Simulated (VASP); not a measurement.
# Zn3Se2S (P6_3mc) in VASP: single point with PBE

Aim: the single point of Zn3Se2S with PBE.

All numbers are computed with VASP 6.6.1; they aren't measurements. Logs are shortened: lines on timing, memory, paths and dates and some standing lists are left out, and cuts for length are marked.

**1. The cell of the first run**

Symmetry: P6_3mc, No. 186, hexagonal system. Conventional cell: a = 3.980 Å, b = 3.980 Å, c = 19.609 Å, α = 90.00°, β = 90.00°, γ = 120.00°. Within 3.2 Å of Zn (site symmetry 3m) lie 3 S at 2.41 Å and 1 Se at 2.49 Å. Zn (site symmetry 3m) has 1 S at 2.36 Å and 3 Se at 2.46 Å within 3.1 Å. Within 3.2 Å of Zn (site symmetry 3m) lie 4 Se at 2.46 to 2.48 Å. Se (site symmetry 3m) has 4 Zn at 2.46 to 2.49 Å within 3.2 Å. Within 3.2 Å of Se (site symmetry 3m) lie 4 Zn at 2.46 to 2.48 Å. Within 3.1 Å of S (site symmetry 3m) lie 4 Zn at 2.36 to 2.41 Å.

**2. Single point, PBE**

INCAR

```
SYSTEM = Zn3Se2S
PREC = Accurate
ENCUT = 520
EDIFF = 1E-6
ISMEAR = 0
SIGMA = 0.02
LREAL = .False.
LASPH = .True.
NELM = 80
ALGO = Normal
ISIF = 2
LWAVE = .False.
LCHARG = .False.
GGA = PE
NBANDS = 66
```

KPOINTS

```
regular mesh
0
Gamma
  12 12 2
  0 0 0
```

POSCAR

```
Zn3Se2S
1.0
    3.9800153247      0.0000000289      0.0000000000
   -1.9900076873      3.4467943642      0.0000000000
    0.0000000000      0.0000000000     19.6088582000
Zn Se S
6 4 2
Direct
    0.3333333333      0.6666666667      0.9970500000
    0.3333333333      0.6666666667      0.3399970000
    0.3333333333      0.6666666667      0.6685150000
    0.6666666667      0.3333333333      0.1685150000
    0.6666666667      0.3333333333      0.4970500000
    0.6666666667      0.3333333333      0.8399970000
    0.3333333333      0.6666666667      0.1240150000
    0.3333333333      0.6666666667      0.7950320000
    0.6666666667      0.3333333333      0.2950320000
    0.6666666667      0.3333333333      0.6240150000
    0.3333333333      0.6666666667      0.4603920000
    0.6666666667      0.3333333333      0.9603920000
```

Potentials or basis: VASP PAW PBE potentials, release 64 (Zn, Se, S).

Run with:

```sh
cat potpaw_PBE.64/Zn/POTCAR potpaw_PBE.64/Se/POTCAR potpaw_PBE.64/S/POTCAR > POTCAR
mpirun -np 1 vasp_std > vasp.out
```

OUTCAR:

```text
SYSTEM = Zn3Se2S
   PREC = Accurate
   ENCUT = 520
   EDIFF = 1E-6
   ISMEAR = 0
   LREAL = .False.
   LASPH = .True.
   NELM = 80
   ISIF = 2
   GGA = PE

 ion  position               nearest neighbor table
   1  0.333  0.667  0.997-  12 2.41  12 2.41  12 2.41   7 2.49
   2  0.333  0.667  0.340-  11 2.36   9 2.46   9 2.46   9 2.46
   3  0.333  0.667  0.669-  10 2.46  10 2.46  10 2.46   8 2.48
   4  0.667  0.333  0.169-   7 2.46   7 2.46   7 2.46   9 2.48
   5  0.667  0.333  0.497-  11 2.41  11 2.41  11 2.41  10 2.49
   6  0.667  0.333  0.840-  12 2.36   8 2.46   8 2.46   8 2.46
   7  0.333  0.667  0.124-   4 2.46   4 2.46   4 2.46   1 2.49
   8  0.333  0.667  0.795-   6 2.46   6 2.46   6 2.46   3 2.48
   9  0.667  0.333  0.295-   2 2.46   2 2.46   2 2.46   4 2.48
  10  0.667  0.333  0.624-   3 2.46   3 2.46   3 2.46   5 2.49
  11  0.333  0.667  0.460-   2 2.36   5 2.41   5 2.41   5 2.41
  12  0.667  0.333  0.960-   6 2.36   1 2.41   1 2.41   1 2.41

  LATTYP: Found a hexagonal cell.
 ALAT       =     3.9800153247
 C/A-ratio  =     4.9268298236

  Lattice vectors:

 A1 = (   3.9800153247,   0.0000000289,   0.0000000000)
 A2 = (  -1.9900076873,   3.4467943642,   0.0000000000)
 A3 = (   0.0000000000,   0.0000000000,  19.6088582000)

Analysis of symmetry for initial positions (statically):
=====================================================================
 Subroutine PRICEL returns:
 Original cell was already a primitive cell.

 Routine SETGRP: Setting up the symmetry group for a
 hexagonal supercell.

 Subroutine GETGRP returns: Found 12 space group operations
 (whereof  6 operations were pure point group operations)
 out of a pool of 24 trial point group operations.

The static configuration has the point symmetry C_3v.
 The point group associated with its full space group is C_6v.

Analysis of symmetry for dynamics (positions and initial velocities):
=====================================================================
 Subroutine PRICEL returns:
 Original cell was already a primitive cell.

 Routine SETGRP: Setting up the symmetry group for a
 hexagonal supercell.

 Subroutine GETGRP returns: Found 12 space group operations
 (whereof  6 operations were pure point group operations)
 out of a pool of 24 trial point group operations.

The dynamic configuration has the point symmetry C_3v.
 The point group associated with its full space group is C_6v.

 Subroutine INISYM returns: Found 12 space group operations
 (whereof  6 operations are pure point group operations),
 and found     1 'primitive' translations

----------------------------------------------------------------------------------------

                                     Primitive cell

  volume of cell :     269.0001

  direct lattice vectors                    reciprocal lattice vectors
     3.980015325  0.000000029  0.000000000     0.251255313  0.145062325  0.000000000
    -1.990007687  3.446794364  0.000000000    -0.000000002  0.290124646  0.000000000
     0.000000000  0.000000000 19.608858200     0.000000000  0.000000000  0.050997360

  length of vectors
     3.980015325  3.980015325 19.608858200     0.290124646  0.290124646  0.050997360

  position of ions in fractional coordinates (direct lattice)
     0.333333333  0.666666667  0.997050000
     0.333333333  0.666666667  0.339997000
     0.333333333  0.666666667  0.668515000
     0.666666667  0.333333333  0.168515000
     0.666666667  0.333333333  0.497050000
     0.666666667  0.333333333  0.839997000
     0.333333333  0.666666667  0.124015000
     0.333333333  0.666666667  0.795032000
     0.666666667  0.333333333  0.295032000
     0.666666667  0.333333333  0.624015000
     0.333333333  0.666666667  0.460392000
     0.666666667  0.333333333  0.960392000

  ion indices of the primitive-cell ions
   primitive index   ion index
                 1           1
                 2           2
                 3           3
                 4           4
                 5           5
                 6           6
                 7           7
                 8           8
                 9           9
                10          10
                11          11
                12          12

----------------------------------------------------------------------------------------

 KPOINTS: regular mesh

Automatic generation of k-mesh.
 Grid dimensions read from file:
 generate k-points for:   12   12    2

 Generating k-lattice:

  Cartesian coordinates                     Fractional coordinates (reciprocal lattice)
     0.020937943  0.012088527  0.000000000     0.083333333  0.000000000  0.000000000
    -0.000000000  0.024177054  0.000000000     0.000000000  0.083333333  0.000000000
     0.000000000  0.000000000  0.025498680     0.000000000  0.000000000  0.500000000

  Length of vectors
     0.024177054  0.024177054  0.025498680

  Shift w.r.t. Gamma in fractional coordinates (k-lattice)
     0.000000000  0.000000000  0.000000000

 Subroutine IBZKPT returns following result:
 ===========================================

 Found     38 irreducible k-points:

 Following reciprocal coordinates:
            Coordinates               Weight
  0.000000  0.000000  0.000000      1.000000
  0.083333 -0.000000  0.000000      6.000000
  0.166667 -0.000000  0.000000      6.000000
  0.250000 -0.000000  0.000000      6.000000
  0.333333  0.000000  0.000000      6.000000
  0.416667 -0.000000  0.000000      6.000000
[... 16 lines left out ...]
  0.250000 -0.000000  0.500000      6.000000
  0.333333  0.000000  0.500000      6.000000
 [... further k-points ...]
   k-points           NKPTS =     38   k-points in BZ     NKDIM =     38   number of bands    NBANDS=     66
   number of dos      NEDOS =    301   number of ions     NIONS =     12
   total plane-waves  NPLWV = 135000
   dimension x,y,z NGX =    30 NGY =   30 NGZ =  150
   dimension x,y,z NGXF=    60 NGYF=   60 NGZF=  300
   ions per type =               6   4   2
   NGX,Y,Z   is equivalent  to a cutoff of  12.53, 12.53, 12.72 a.u.
   NGXF,Y,Z  is equivalent  to a cutoff of  25.06, 25.06, 25.43 a.u.
 SYSTEM =  Zn3Se2S
   PREC   = accura    normal or accurate (medium, high low for compatibility)
   ISTART =      0    job   : 0-new  1-cont  2-samecut
   ICHARG =      2    charge: 1-file 2-atom 10-const
   ISPIN  =      1    spin polarized calculation?
   LNONCOLLINEAR =      F non collinear calculations
   LSORBIT =      F    spin-orbit coupling
   LASPH  =      T    aspherical Exc in radial PAW
   ENCUT  =  520.0 eV  38.22 Ry    6.18 a.u.   7.40  7.40 36.46*2*pi/ulx,y,z
   NELM   =     80;   NELMIN=  2; NELMDL= -5     # of ELM steps
   EDIFF  = 0.1E-05   stopping-criterion for ELM
   LREAL  =      F    real-space projection
   EDIFFG = 0.1E-04   stopping-criterion for IOM
   NSW    =      0    number of steps for IOM
   IBRION =     -1    ionic relax: 0-MD 1-quasi-New 2-CG
   NFREE  =      0    steps in history (QN), initial steepest desc. (CG)
   ISIF   =      2    stress and relaxation
   ISYM   =      2    0-nonsym 1-usesym 2-fastsym
   POTIM  = 0.5000    time-step for ionic-motion
   TEBEG  =    0.0;   TEEND  =   0.0 temperature during run
   PSTRESS=    0.0 pullay stress
   NELECT =     108.0000    total number of electrons
   NUPDOWN=      -1.0000    fix difference up-down
   EMIN   =  10.00;   EMAX   =-10.00  energy-range for DOS
   EFERMI =   0.00;   METHOD = LEGACY
   ISMEAR =     0;   SIGMA  =   0.02  broadening in eV -4-tet -1-fermi 0-gaus
   EFERMI_NEDOS =   21; number of points for ismear=-14 and -15
   IALGO  =     38    algorithm
   IMIX   =      4    mixing-type and parameters
     AMIX     =   0.40;   BMIX     =  1.00
     AMIX_MAG =   1.60;   BMIX_MAG =  1.00
  volume/ion in A,a.u.               =      22.42       151.28
  Fermi-wavevector in a.u.,A,eV,Ry     =   1.207717  2.282255 19.845199  1.458581
  Thomas-Fermi vector in A             =   2.343347
   LORBIT       =      0    0 simple, 1 ext, 2 COOP (PROOUT), +10 PAW based schemes
   GGA     = PE    functional components
   LHFCALC =     F    Hartree Fock is set to
   AEXX    =    0.0000 exact exchange contribution
   IVDW    =     0    specifies the selected vdW correction
   LEPSILON=     F    determine dielectric tensor
   LRPA    =     F    only Hartree local field effects (RPA)
 non-spin polarized calculation
 Gauss-broadening in eV      SIGMA  =   0.02
  energy-cutoff  :      520.00
  volume of cell :      269.00
 maximum number of plane-waves:      7327
 NGX is ok and might be reduce to    30
   NGX = 15   NGY = 15   NGZ = 73

 number of electron     107.9999965 magnetization

 Free energy of the ion-electron system (eV)
  ---------------------------------------------------
  ext. energy  EPLUGINS =         0.00000000
  ---------------------------------------------------
  free energy    TOTEN  =       -37.65733327 eV

  energy without entropy =      -37.65733327  energy(sigma->0) =      -37.65733327

 E-fermi :   1.7837     XC(G=0):  -9.2726

 val. band max:        1.6430987095   @ k =   0.0000   0.0000   0.0000
 cond. band min:       2.9436908129   @ k =   0.0000   0.0000   0.0000
 fundamental gap:      1.3005921034
 Fermi energy:         1.7837326121

 k-point     1 :       0.0000    0.0000    0.0000
  band No.  band energies     occupation
      1     -11.5252      2.00000
      2     -11.3648      2.00000
      3     -11.3370      2.00000
      4     -10.9781      2.00000
      5     -10.9469      2.00000
      6     -10.7430      2.00000
[... 58 lines left out ...]
     65       7.5292      0.00000
     66       7.6682      0.00000

 k-point     2 :       0.0833   -0.0000    0.0000
  band No.  band energies     occupation
      1     -11.4849      2.00000
      2     -11.3283      2.00000
      3     -11.2991      2.00000
      4     -10.9481      2.00000
      5     -10.9197      2.00000
      6     -10.7204      2.00000
[... 58 lines left out ...]
     65       7.6624      0.00000
     66       7.6865      0.00000

 k-point     3 :       0.1667   -0.0000    0.0000
  band No.  band energies     occupation
      1     -11.3698      2.00000
      2     -11.2249      2.00000
      3     -11.1916      2.00000
      4     -10.8650      2.00000
      5     -10.8442      2.00000
      6     -10.6592      2.00000
[... 1438 lines left out ...]
     65       7.3908      0.00000
     66       7.3908      0.00000

 k-point    24 :       0.3333    0.0000    0.5000
  band No.  band energies     occupation
      1     -10.9711      2.00000
      2     -10.9711      2.00000
      3     -10.7580      2.00000
      4     -10.7580      2.00000
      5     -10.5431      2.00000
      6     -10.5431      2.00000
[... 58 lines left out ...]
     65       7.4605      0.00000
     66       7.4605      0.00000

 [... further k-points ...]
[... 5 lines left out ...]
  --------------------------------------------------------------------------------------
  -------------------------------------------------------------------------------------
  Total        0.3605206      0.3605206      0.3657777      0.0000000      0.0000000      0.0000000
  in kB        2.1472780      2.1472780      2.1785895      0.0000000      0.0000000      0.0000000
  external PRESSURE =       2.1577151 kB  Pullay stress =       0.0000000 kB

 VOLUME and BASIS-vectors are now :
 -----------------------------------------------------------------------------
  energy-cutoff  :      520.00
  volume of cell :      269.00
      direct lattice vectors                 reciprocal lattice vectors
     3.980015325  0.000000029  0.000000000     0.251255313  0.145062325  0.000000000
    -1.990007687  3.446794364  0.000000000    -0.000000002  0.290124646  0.000000000
     0.000000000  0.000000000 19.608858200     0.000000000  0.000000000  0.050997360

 POSITION                                       TOTAL-FORCE (eV/Angst)
 -----------------------------------------------------------------------------------
     -0.00000      2.29786     19.55101        -0.000000      0.000000     -0.004487
     -0.00000      2.29786      6.66695        -0.000000      0.000000      0.000415
     -0.00000      2.29786     13.10882         0.000000      0.000000      0.001616
      1.99001      1.14893      3.30439         0.000000      0.000000      0.001616
      1.99001      1.14893      9.74658         0.000000      0.000000     -0.004487
      1.99001      1.14893     16.47138         0.000000     -0.000000      0.000415
     -0.00000      2.29786      2.43179        -0.000000      0.000000     -0.003370
     -0.00000      2.29786     15.58967         0.000000     -0.000000     -0.000519
      1.99001      1.14893      5.78524        -0.000000      0.000000     -0.000519
      1.99001      1.14893     12.23622         0.000000     -0.000000     -0.003370
     -0.00000      2.29786      9.02776         0.000000      0.000000      0.006346
      1.99001      1.14893     18.83219        -0.000000     -0.000000      0.006346
 -----------------------------------------------------------------------------------
    total drift:                               -0.000001     -0.000001      0.000419

  FREE ENERGIE OF THE ION-ELECTRON SYSTEM (eV)
  ---------------------------------------------------
  free  energy   TOTEN  =       -37.6573332717 eV

  energy  without entropy=      -37.6573332717  energy(sigma->0) =      -37.65733327
```

Wall time 11 min (1 thread of Intel Xeon Platinum 8488C (Sapphire Rapids), shared host); peak memory 0.69 GiB.

Results:

```
Free energy            : -37.6573 eV
Pressure               : 0.2 GPa
Largest force          : 0.006 eV/Å
Band gap on the k mesh : 1.30 eV
```

Forces in eV/Å, atoms in the order of the input:
```
Zn   0.000  0.000 -0.004
Zn   0.000  0.000  0.000
Zn   0.000  0.000  0.002
Zn   0.000  0.000  0.002
Zn   0.000  0.000 -0.004
Zn   0.000  0.000  0.000
Se   0.000  0.000 -0.003
Se   0.000  0.000 -0.001
Se   0.000  0.000 -0.001
Se   0.000  0.000 -0.003
S    0.000  0.000  0.006
S    0.000  0.000  0.006
```

Levels at points of the mesh, in eV from the valence-band top:
| k point | band 51 | band 52 | band 53 | band 54 | band 55 | band 56 | band 57 | band 58 |
| --- | --- | --- | --- | --- | --- | --- | --- | --- |
| (0.00, 0.00, 0.00) | -0.10 | -0.10 | 0.00 | 0.00 | 1.30 | 2.25 | 2.52 | 2.72 |
| (0.50, 0.00, 0.00) | -1.41 | -1.31 | -1.12 | -0.89 | 2.73 | 2.77 | 3.17 | 3.19 |
| (0.00, 0.00, 0.50) | -0.04 | -0.04 | -0.04 | -0.04 | 1.87 | 1.87 | 2.47 | 2.47 |
| (0.50, 0.00, 0.50) | -1.53 | -1.53 | -0.98 | -0.98 | 2.95 | 2.95 | 3.10 | 3.10 |

A k mesh can miss the band edges.
